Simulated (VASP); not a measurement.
Set up this calculation in VASP 6.6.1, as the native input.

| Quantity | Value |
| --- | --- |
| Task | single point |
| Functional | LDA |
| Potentials or basis | VASP PAW LDA potentials, release 64 (In_d, P) |
| Cutoff | 520 eV |
| k mesh | 10 × 10 × 10 |
| Occupations | gaussian, width 0.02 eV |
| Spin | no spin polarisation |
| Dipole correction | no |
| Further INCAR settings | ALGO = Normal; EDIFF = 1e-06; NBANDS = 16 |

The structure of InP (eos) lies in POSCAR:

```
InP
1.0
    0.0000000000      2.8539622362      2.8539622362
    2.8539622362      0.0000000000      2.8539622362
    2.8539622362      2.8539622362      0.0000000000
In P
1 1
Direct
    0.0000000000      0.0000000000      0.0000000000
    0.7500000000      0.7500000000      0.7500000000
```

This cell differs from its parent crystal: volume scaled by 0.94.

The input as run:

INCAR

```
SYSTEM = InP
PREC = Accurate ; ENCUT = 520
EDIFF = 1E-6 ; ISMEAR = 0
SIGMA = 0.02 ; LREAL = .False.
LASPH = .True. ; NELM = 80
ALGO = Normal ; ISIF = 2
LWAVE = .False. ; LCHARG = .False.
NBANDS = 16
```

KPOINTS

```
regular mesh
0
Gamma
  10 10 10
  0 0 0
```

Potentials or basis: VASP PAW LDA potentials, release 64 (In_d, P).

Launch:

```console
$ cat potpaw_LDA.64/In_d/POTCAR potpaw_LDA.64/P/POTCAR > POTCAR
$ mpirun -np 1 vasp_std > vasp.out
```

It gave:

```json
{
  "Pressure": "5.1 GPa",
  "Band gap on the k mesh": "0.94 eV, direct"
}
```

Caveat: spin-orbit coupling is left out, which moves the levels of the heavy elements.

Wall time 42 s on 1 thread of Intel Xeon 8259CL, on a shared host, peak memory 0.17 GiB.
